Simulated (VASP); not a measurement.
A run of VASP 6.6.1 is set up as follows.

The input INCAR:

```
PREC = Accurate
ENCUT = 520
EDIFF = 1E-7
ISMEAR = 0
SIGMA = 0.1
LREAL = False
LASPH = True
NELM = 80
ALGO = Fast
ISIF = 2
LWAVE = False
LCHARG = True
GGA = PS
LELF = True
LVHAR = True
NBANDS = 18
```

Contents of KPOINTS:

```
regular mesh
0
Gamma
  12 12 12
```

POSCAR

```
ZnAu
1.0
    3.0123713400      0.0314700000      0.0020455500
    0.0314700000      3.0521179500     -0.0029896500
    0.0020455500     -0.0029896500      3.0185709300
Zn Au
1 1
Direct
    0.5052907531      0.5073593899      0.4970479822
   -0.0052907531     -0.0073593899      0.0029520178
```

Potentials or basis: VASP PAW PBE potentials, release 64 (Zn, Au).

Command:

```sh
$ cat potpaw_PBE.64/Zn/POTCAR potpaw_PBE.64/Au/POTCAR > POTCAR
$ mpirun -np 1 vasp_std > vasp.out
```

Task: Predict the band gap on the k mesh.

Result: Zero (an odd number of electrons rules out a gap without spin polarisation).

Task: What does it give for the largest force?

Result: 0.352 eV/Å.

Task: Predict the pressure.

Result: 19.0 GPa.

Forces on the atoms (eV/Å):
```
Zn  -0.179 -0.280  0.117
Au   0.179  0.280 -0.117
```

Caveat: the cell differs from its parent crystal (atoms moved at random and the cell strained at random); the cell stands under pressure; the PAW data sets were made with another functional, which shifts forces and pressure a little; spin-orbit coupling is left out, which moves the levels of the heavy elements.
